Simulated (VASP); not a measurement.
# Ge: single point with PBE

Ge:

```
Ge
1.0
     0.00000    2.88598    2.88598
     2.88598    0.00000    2.88598
     2.88598    2.88598    0.00000
Ge
2
Direct
  0.50000 0.50000 0.50000
  0.75000 0.75000 0.75000
```

```
Program             : VASP 6.6.1
Task                : single point
Functional          : PBE
Potentials or basis : VASP PAW PBE potentials, release 64 (Ge_d)
Cutoff              : 520 eV
k mesh              : 14 × 14 × 14
Occupations         : fermi-dirac, width 0.05 eV
Spin                : no spin polarisation
```

- Pressure: -0.4 GPa
- Band gap on the k mesh: zero (filled and empty bands touch)

Levels at points of the mesh, in eV from the Fermi level:
| k point | band 12 | band 13 | band 14 | band 15 | band 16 | band 17 |
| --- | --- | --- | --- | --- | --- | --- |
| (0.00, 0.00, 0.00) | -0.49 | 0.01 | 0.01 | 0.01 | 2.54 | 2.54 |
| (0.50, 0.00, 0.00) | -7.33 | -1.31 | -1.31 | 0.02 | 3.72 | 3.72 |
| (0.50, 0.50, 0.00) | -8.66 | -2.86 | -2.86 | 0.83 | 0.83 | 9.04 |

Run time: 2.2 min on 1 thread of Intel Xeon 8259CL (shared host), peak memory 0.22 GiB.

Caveat: semilocal functionals underestimate gaps, so a narrow gap can read as zero.
